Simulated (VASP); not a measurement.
# SrAl2H2 (P3m1) in VASP: a series of runs, part 2 of 2

VASP 6.6.1. The steps go on from the part before.

### Step 5. Single point, LDA (all Sr atoms moved +0.087 Å, as atom 1 along Cartesian [0 0 1])

INCAR

```
  PREC = Accurate
  ENCUT = 520
  EDIFF = 1E-6
  ISMEAR = 0
  SIGMA = 0.15
  LREAL = False
  LASPH = True
  NELM = 100
  ALGO = Normal
  ISIF = 2
  LWAVE = False
  LCHARG = True
  GGA = CA
  LELF = True
  LVHAR = True
  NBANDS = 17
```

KPOINTS

```
regular mesh
0
Gamma
  12 12 10
```

POSCAR

```
SrAl2H2
1.0
    4.5252979390      0.0000000000      0.0000000000
   -2.2626489695      3.9190229748      0.0000000000
    0.0000000000      0.0000000000      4.7214000000
Sr Al H
1 2 2
Direct
    0.0000000000      0.0000000000      0.0185326386
    0.3333333333      0.6666666667      0.4589000000
    0.6666666667      0.3333333333      0.5411000000
    0.3333333333      0.6666666667      0.0976000000
    0.6666666667      0.3333333333      0.9024000000
```

Potentials or basis: VASP PAW LDA potentials, release 64 (Sr_sv, Al, H).

Run with:

```sh
> cat potpaw_LDA.64/Sr_sv/POTCAR potpaw_LDA.64/Al/POTCAR potpaw_LDA.64/H/POTCAR > POTCAR
> mpirun -np 1 vasp_std > vasp.out
```

OUTCAR:

```text
PREC = Accurate
   ENCUT = 520
   EDIFF = 1E-6
   ISMEAR = 0
   LREAL = False
   LASPH = True
   NELM = 100
   ISIF = 2
   GGA = CA

 ion  position               nearest neighbor table
   1  0.000  0.000  0.019-   4 2.64   4 2.64   4 2.64   5 2.67   5 2.67   5 2.67   2 3.34   2 3.34
                             2 3.34   3 3.45   3 3.45   3 3.45   3 3.59   3 3.59   3 3.59   2 3.72
   2  0.333  0.667  0.459-   4 1.71   3 2.64   3 2.64   3 2.64   1 3.34   1 3.34   1 3.34   1 3.72
                             1 3.72   1 3.72
   3  0.667  0.333  0.541-   5 1.71   2 2.64   2 2.64   2 2.64   1 3.45   1 3.45   1 3.45   1 3.59
                             1 3.59   1 3.59
   4  0.333  0.667  0.098-   2 1.71   1 2.64   1 2.64   1 2.64
   5  0.667  0.333  0.902-   3 1.71   1 2.67   1 2.67   1 2.67

  LATTYP: Found a hexagonal cell.
 ALAT       =     4.5252979390
 C/A-ratio  =     1.0433346188

  Lattice vectors:

 A1 = (   4.5252979390,   0.0000000000,   0.0000000000)
 A2 = (  -2.2626489695,   3.9190229748,   0.0000000000)
 A3 = (   0.0000000000,   0.0000000000,   4.7214000000)

Analysis of symmetry for initial positions (statically):
=====================================================================
 Subroutine PRICEL returns:
 Original cell was already a primitive cell.

 Routine SETGRP: Setting up the symmetry group for a
 hexagonal supercell.

 Subroutine GETGRP returns: Found  6 space group operations
 (whereof  6 operations were pure point group operations)
 out of a pool of 24 trial point group operations.

The static configuration has the point symmetry C_3v.

Analysis of symmetry for dynamics (positions and initial velocities):
=====================================================================
 Subroutine PRICEL returns:
 Original cell was already a primitive cell.

 Routine SETGRP: Setting up the symmetry group for a
 hexagonal supercell.

 Subroutine GETGRP returns: Found  6 space group operations
 (whereof  6 operations were pure point group operations)
 out of a pool of 24 trial point group operations.

The dynamic configuration has the point symmetry C_3v.

 Subroutine INISYM returns: Found  6 space group operations
 (whereof  6 operations are pure point group operations),
 and found     1 'primitive' translations

----------------------------------------------------------------------------------------

                                     Primitive cell

  volume of cell :      83.7328

  direct lattice vectors                    reciprocal lattice vectors
     4.525297939  0.000000000  0.000000000     0.220979925  0.127582819  0.000000000
    -2.262648969  3.919022975  0.000000000     0.000000000  0.255165639  0.000000000
     0.000000000  0.000000000  4.721400000     0.000000000  0.000000000  0.211801584

  length of vectors
     4.525297939  4.525297939  4.721400000     0.255165639  0.255165639  0.211801584

  position of ions in fractional coordinates (direct lattice)
     0.000000000  0.000000000  0.018532639
     0.333333333  0.666666667  0.458900000
     0.666666667  0.333333333  0.541100000
     0.333333333  0.666666667  0.097600000
     0.666666667  0.333333333  0.902400000

  ion indices of the primitive-cell ions
   primitive index   ion index
                 1           1
                 2           2
                 3           3
                 4           4
                 5           5

[... 29 lines left out ...]
  0.083333  0.000000  0.000000      6.000000
  0.166667  0.000000  0.000000      6.000000
  0.250000  0.000000  0.000000      6.000000
  0.333333  0.000000  0.000000      6.000000
  0.416667  0.000000  0.000000      6.000000
[... 16 lines left out ...]
  0.166667  0.000000  0.100000      6.000000
  0.000000  0.166667  0.100000      6.000000
 [... further k-points ...]
   k-points           NKPTS =    162   k-points in BZ     NKDIM =    162   number of bands    NBANDS=     17
   number of dos      NEDOS =    301   number of ions     NIONS =      5
   total plane-waves  NPLWV =  46656
   dimension x,y,z NGX =    36 NGY =   36 NGZ =   36
   dimension x,y,z NGXF=    72 NGYF=   72 NGZF=   72
   ions per type =               1   2   2
   NGX,Y,Z   is equivalent  to a cutoff of  13.23, 13.23, 12.68 a.u.
   NGXF,Y,Z  is equivalent  to a cutoff of  26.45, 26.45, 25.35 a.u.
 SYSTEM =  unknown system
   PREC   = accura    normal or accurate (medium, high low for compatibility)
   ISTART =      0    job   : 0-new  1-cont  2-samecut
   ICHARG =      2    charge: 1-file 2-atom 10-const
   ISPIN  =      1    spin polarized calculation?
   LNONCOLLINEAR =      F non collinear calculations
   LSORBIT =      F    spin-orbit coupling
   LASPH  =      T    aspherical Exc in radial PAW
   ENCUT  =  520.0 eV  38.22 Ry    6.18 a.u.   8.41  8.41  8.78*2*pi/ulx,y,z
   NELM   =    100;   NELMIN=  2; NELMDL= -5     # of ELM steps
   EDIFF  = 0.1E-05   stopping-criterion for ELM
   LREAL  =      F    real-space projection
   EDIFFG = 0.1E-04   stopping-criterion for IOM
   NSW    =      0    number of steps for IOM
   IBRION =     -1    ionic relax: 0-MD 1-quasi-New 2-CG
   NFREE  =      0    steps in history (QN), initial steepest desc. (CG)
   ISIF   =      2    stress and relaxation
   ISYM   =      2    0-nonsym 1-usesym 2-fastsym
   POTIM  = 0.5000    time-step for ionic-motion
   TEBEG  =    0.0;   TEEND  =   0.0 temperature during run
   PSTRESS=    0.0 pullay stress
   NELECT =      18.0000    total number of electrons
   NUPDOWN=      -1.0000    fix difference up-down
   EMIN   =  10.00;   EMAX   =-10.00  energy-range for DOS
   EFERMI =   0.00;   METHOD = LEGACY
   ISMEAR =     0;   SIGMA  =   0.15  broadening in eV -4-tet -1-fermi 0-gaus
   EFERMI_NEDOS =   21; number of points for ismear=-14 and -15
   IALGO  =     38    algorithm
   IMIX   =      4    mixing-type and parameters
     AMIX     =   0.40;   BMIX     =  1.00
     AMIX_MAG =   1.60;   BMIX_MAG =  1.00
  volume/ion in A,a.u.               =      16.75       113.01
  Fermi-wavevector in a.u.,A,eV,Ry     =   0.980694  1.853244 13.085562  0.961762
  Thomas-Fermi vector in A             =   2.111644
   LORBIT       =      0    0 simple, 1 ext, 2 COOP (PROOUT), +10 PAW based schemes
   GGA     = CA    functional components
   LHFCALC =     F    Hartree Fock is set to
   AEXX    =    0.0000 exact exchange contribution
   IVDW    =     0    specifies the selected vdW correction
   LEPSILON=     F    determine dielectric tensor
   LRPA    =     F    only Hartree local field effects (RPA)
 non-spin polarized calculation
 Gauss-broadening in eV      SIGMA  =   0.15
  energy-cutoff  :      520.00
  volume of cell :       83.73
 maximum number of plane-waves:      2292
 NGX is ok and might be reduce to    36
   NGX = 17   NGY = 17   NGZ = 17

 number of electron      17.9999999 magnetization

 Free energy of the ion-electron system (eV)
  ---------------------------------------------------
  ext. energy  EPLUGINS =         0.00000000
  ---------------------------------------------------
  free energy    TOTEN  =       -18.95564135 eV

  energy without entropy =      -18.95265412  energy(sigma->0) =      -18.95414773

 E-fermi :   3.8828     XC(G=0):  -9.3174

 val. band max:        3.8449236249   @ k =   0.4167   0.0000   0.1000
 cond. band min:       3.9318813590   @ k =   0.0833   0.0000   0.4000
 fundamental gap:      0.0869577341
 Fermi energy:         3.8828434931

 k-point     1 :       0.0000    0.0000    0.0000
  band No.  band energies     occupation
      1     -31.6663      2.00000
      2     -13.8053      2.00000
      3     -13.7569      2.00000
      4     -13.7569      2.00000
      5      -4.8287      2.00000
      6      -0.2784      2.00000
[... 457 lines left out ...]
      4     -13.7634      2.00000
      5      -4.4842      2.00000
      6      -0.8106      2.00000
[... 9 lines left out ...]
     16       8.4606      0.00000
     17       8.6877      0.00000

 [... further k-points ...]
[... 5 lines left out ...]
  --------------------------------------------------------------------------------------
  -------------------------------------------------------------------------------------
  Total       -1.5920238     -1.5920238     -1.1755240      0.0000000      0.0000000      0.0000000
  in kB      -30.4624170    -30.4624170    -22.4929445      0.0000000      0.0000000      0.0000000
  external PRESSURE =     -27.8059262 kB  Pullay stress =       0.0000000 kB

 VOLUME and BASIS-vectors are now :
 -----------------------------------------------------------------------------
  energy-cutoff  :      520.00
  volume of cell :       83.73
      direct lattice vectors                 reciprocal lattice vectors
     4.525297939  0.000000000  0.000000000     0.220979925  0.127582819  0.000000000
    -2.262648969  3.919022975  0.000000000     0.000000000  0.255165639  0.000000000
     0.000000000  0.000000000  4.721400000     0.000000000  0.000000000  0.211801584

 POSITION                                       TOTAL-FORCE (eV/Angst)
 -----------------------------------------------------------------------------------
      0.00000      0.00000      0.08750        -0.000000      0.000000     -0.182391
     -0.00000      2.61268      2.16665        -0.000000      0.000000      0.258178
      2.26265      1.30634      2.55475        -0.000000      0.000000     -0.080395
     -0.00000      2.61268      0.46081         0.000000     -0.000000     -0.103811
      2.26265      1.30634      4.26059         0.000000     -0.000000      0.108420
 -----------------------------------------------------------------------------------
    total drift:                               -0.000000      0.000000     -0.000043

  FREE ENERGIE OF THE ION-ELECTRON SYSTEM (eV)
  ---------------------------------------------------
  free  energy   TOTEN  =       -18.9556413464 eV

  energy  without entropy=      -18.9526541217  energy(sigma->0) =      -18.95414773
```

OSZICAR:

```text
N       E                     dE             d eps       ncg     rms          rms(c)
DAV:   1     0.446916417072E+02    0.44692E+02   -0.76131E+03  5508   0.913E+02
DAV:   2    -0.166583844633E+02   -0.61350E+02   -0.59205E+02  6996   0.168E+02
DAV:   3    -0.196487567395E+02   -0.29904E+01   -0.29774E+01  9208   0.298E+01
DAV:   4    -0.197031461616E+02   -0.54389E-01   -0.54367E-01  7369   0.364E+00
DAV:   5    -0.197041249411E+02   -0.97878E-03   -0.97873E-03  8551   0.451E-01    0.141E+01
DAV:   6    -0.191266750633E+02    0.57745E+00   -0.35146E-01  7080   0.329E+00    0.832E+00
DAV:   7    -0.189606263548E+02    0.16605E+00   -0.73773E-01  7230   0.454E+00    0.220E+00
DAV:   8    -0.189648352768E+02   -0.42089E-02   -0.80624E-02  6385   0.148E+00    0.234E+00
DAV:   9    -0.189673548783E+02   -0.25196E-02   -0.26983E-03  8134   0.306E-01    0.194E+00
DAV:  10    -0.189671299347E+02    0.22494E-03   -0.87789E-02  6463   0.177E+00    0.841E+00
DAV:  11    -0.189575068166E+02    0.96231E-02   -0.23211E-02  6211   0.101E+00    0.312E+00
DAV:  12    -0.189556218274E+02    0.18850E-02   -0.93928E-03  9002   0.547E-01    0.411E-01
DAV:  13    -0.189556464214E+02   -0.24594E-04   -0.53751E-04  7739   0.147E-01    0.205E-01
DAV:  14    -0.189556465232E+02   -0.10184E-06   -0.18348E-05  7312   0.282E-02    0.236E-01
DAV:  15    -0.189556410757E+02    0.54475E-05   -0.25529E-05  6780   0.313E-02    0.699E-03
DAV:  16    -0.189556413464E+02   -0.27067E-06   -0.28777E-06  7394   0.780E-03
   1 F= -.18955641E+02 E0= -.18954148E+02  d E =-.298722E-02
```

Run time: 86 s. Hardware: 1 thread of Intel Xeon 6975P-C (Granite Rapids), shared host; peak memory 0.35 GiB.

Results:

```
Free energy            : -18.9556 eV
Pressure               : -2.8 GPa
Largest force          : 0.258 eV/Å
Band gap on the k mesh : zero (band 9 reaches 4.31 eV, above the bottom of band 10 at 3.71 eV)
```

Forces in eV/Å, atoms in the order of the input:
```
Sr   0.000  0.000 -0.182
Al   0.000  0.000  0.258
Al   0.000  0.000 -0.080
H    0.000  0.000 -0.104
H    0.000  0.000  0.108
```

Caveat: the cell differs from its parent crystal (all Sr atoms moved +0.087 Å, as atom 1 along Cartesian [0 0 1]).

### Step 6. Single point, LDA (all Sr atoms moved +0.025 Å, as atom 1 along Cartesian [0 0 1])

INCAR

```
SYSTEM = SrAl2H2
ALGO = Normal ; EDIFF = 1E-6
ENCUT = 520 ; ISIF = 2
ISMEAR = 0 ; LASPH = .TRUE.
LCHARG = .TRUE. ; LELF = .TRUE.
LREAL = .FALSE. ; LVHAR = .TRUE.
LWAVE = .FALSE. ; NBANDS = 17
NELM = 80 ; PREC = Accurate
SIGMA = 0.15
```

KPOINTS

```
k-points
0
G
  12 12 10
  0 0 0
```

Changes to POSCAR since step 5:

```diff
@@ -8,3 +8,3 @@
 Direct
-    0.0000000000      0.0000000000      0.0185326386
+    0.0000000000      0.0000000000      0.0052950396
     0.3333333333      0.6666666667      0.4589000000
```

Potentials or basis: VASP PAW LDA potentials, release 64 (Sr_sv, Al, H).

Run with:

```sh
> cat potpaw_LDA.64/Sr_sv/POTCAR potpaw_LDA.64/Al/POTCAR potpaw_LDA.64/H/POTCAR > POTCAR
> mpirun -np 1 vasp_std > vasp.out
```

Wall time 3.6 min (1 thread of Intel Xeon 6975P-C, shared host); peak memory 0.36 GiB.

The run converged. Its results:

- Free energy: -18.9629 eV
- Pressure: -2.8 GPa
- Largest force: 0.196 eV/Å
- Band gap on the k mesh: zero (band 9 reaches 4.33 eV, above the bottom of band 10 at 3.69 eV)

Forces in eV/Å, atoms in the order of the input:
```
Sr   0.000  0.000 -0.052
Al   0.000  0.000  0.196
Al   0.000  0.000 -0.146
H    0.000  0.000 -0.105
H    0.000  0.000  0.106
```

Stress tensor (GPa, compression positive):
```
-3.10  0.00  0.00
 0.00 -3.10  0.00
 0.00  0.00 -2.33
```

Levels at points of the mesh, in eV from the Fermi level:
```tsv
k point	band 5	band 6	band 7	band 8	band 9	band 10	band 11	band 12	band 13	band 14
(0.00, 0.00, 0.00)	-8.71	-4.15	-3.30	-0.53	-0.53	0.44	2.78	2.78	3.72	3.72
(0.50, 0.00, 0.00)	-6.87	-6.32	-2.81	-1.83	-0.96	-0.19	2.00	2.40	2.68	4.19
(0.00, 0.00, 0.50)	-7.34	-6.83	-2.33	0.45	0.45	1.10	1.10	1.56	1.79	1.79
(0.50, 0.00, 0.50)	-6.51	-5.59	-4.07	-3.64	-1.32	1.43	2.61	3.79	4.59	4.64
```

Caveat: the cell differs from its parent crystal (all Sr atoms moved +0.025 Å, as atom 1 along Cartesian [0 0 1]).
